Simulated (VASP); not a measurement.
Input of a VASP 6.6.1 run:

File INCAR:

```
PREC = Accurate
ENCUT = 520
EDIFF = 1E-6
ISMEAR = -1
SIGMA = 0.05
LREAL = False
LASPH = True
NELM = 150
ALGO = Normal
ISIF = 2
LWAVE = False
LCHARG = True
ISPIN = 2
MAGMOM = 0.852 0.852
LORBIT = 11
LMAXMIX = 4
GGA = RP
LELF = True
LVHAR = True
NBANDS = 21
```

Contents of KPOINTS:

```
Automatic mesh
0
Gamma
  12 12 12
```

File POSCAR:

```
Ni
1.0
    0.0000000000      2.5819779920      2.5819779920
    2.5819779920      0.0000000000      2.5819779920
    2.5819779920      2.5819779920      0.0000000000
Ni
2
Direct
    0.1250000000      0.1250000000      0.1250000000
    0.8750000000      0.8750000000      0.8750000000
```

Potentials or basis: VASP PAW PBE potentials, release 64 (Ni).

The run is started by

```bash
$ cat potpaw_PBE.64/Ni/POTCAR > POTCAR
$ mpirun -np 1 vasp_std > vasp.out
```

Q: Estimate the site moments.

A: Ni +0.80 μB.

Q: Estimate the pressure.

A: 0.1 GPa.

Q: What does it give for the net moment?

A: 1.57 μB per cell.

Caveat: the PAW data sets were made with another functional, which shifts forces and pressure a little.
